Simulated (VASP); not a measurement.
A run of VASP 6.6.1:

File POSCAR:

```
Si7Ge
1.0
    5.6046676412      0.0000000000      0.0000000000
    0.0000000000      5.6046676412      0.0000000000
    0.0000000000      0.0000000000      5.3312692196
Si Ge
7 1
Direct
    0.2524307582      0.2524307582      0.2524307582
    0.0000000000      0.5000000000      0.5000000000
    0.5000000000      0.5000000000      0.0000000000
    0.5000000000      0.0000000000      0.5000000000
    0.7475692418      0.2524307582      0.7475692418
    0.7475692418      0.7475692418      0.2524307582
    0.2524307582      0.7475692418      0.7475692418
    0.0000000000      0.0000000000      0.0000000000
```

File INCAR.step1:

```
  ALGO = Normal
  EDIFF = 1E-4
  ENCUT = 520
  GGA = PE
  ISMEAR = 0
  LASPH = True
  LCHARG = False
  LREAL = False
  LWAVE = True
  NBANDS = 31
  NELM = 80
  PREC = Accurate
  SIGMA = 0.05
```

The input INCAR.step2:

```
  ALGO = Normal
  EDIFF = 1E-6
  ENCUT = 520
  ISIF = 2
  ISMEAR = 0
  ISTART = 1
  LASPH = True
  LCHARG = False
  LMIXTAU = True
  LREAL = False
  LWAVE = False
  METAGGA = R2SCAN
  NBANDS = 31
  NELM = 80
  PREC = Accurate
  SIGMA = 0.05
```

File KPOINTS:

```
k-points
0
Gamma
  6 6 6
```

Potentials or basis: VASP PAW PBE potentials, release 64 (Si, Ge_d).

Launch:

```console
$ cat potpaw_PBE.64/Si/POTCAR potpaw_PBE.64/Ge_d/POTCAR > POTCAR
$ cp INCAR.step1 INCAR
$ mpirun -np 1 vasp_std > vasp.out
$ cp INCAR.step2 INCAR
$ mpirun -np 1 vasp_std > vasp.out
```

Hardware: 1 thread of AMD EPYC 9R45 (Zen 5), with other jobs on the host.

Question: How long does it take, and how much memory?

Answer: It took 12 min on 1 thread of AMD EPYC 9R45 (Zen 5), with other jobs on the host, peak memory 0.34 GiB. Counts: k points 40.
